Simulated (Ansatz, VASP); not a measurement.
## ScHO2 in VASP and in Ansatz

```xyz
4
Lattice="1.5660 0.9042 4.8282 -1.5660 0.9042 4.8282 0.0000 -1.8083 4.8282" Properties=species:S:1:pos:R:3 pbc="T T T"
Sc    0.0000    0.0000    0.0000
H     0.0000    0.0000    7.2422
O     0.0000    0.0000    8.5415
O     0.0000    0.0000    5.9430
```

Alike in both runs: task single point; functional LDA; k mesh 9 × 9 × 9; occupations gaussian, width 0.05 eV; no spin polarisation.

|  | VASP | Ansatz |
| --- | --- | --- |
| version | VASP 6.6.1 | Ansatz 0.2.0 |
| potentials or method | VASP PAW LDA potentials, release 64 (Sc_sv, H, O), cutoff 520 eV | scalar-relativistic, plane waves, PAW |
| valence electrons in the cell | 24 | 24 |

|  | VASP | Ansatz | Ansatz less VASP |
| --- | --- | --- | --- |
| gap on the k mesh at the Fermi level (eV) | 3.75 | 3.78 | +0.031 |
| least direct gap on the mesh (eV) | 4.47 | 4.49 | +0.022 |
| pressure (GPa) | -10.0 | -11.0 | -1.02 |
| traceless stress, the component that is largest in VASP (GPa) | -18.19 | -18.18 | +0.018 |
| rms of the force components (eV/Å) | 0.186 | 0.156 | -0.0300 |

LDA's correlation is that of Perdew and Zunger in VASP and of Perdew and Wang (1992) in Ansatz. Atom by atom the forces differ by 0.030 eV/Å (rms over components).
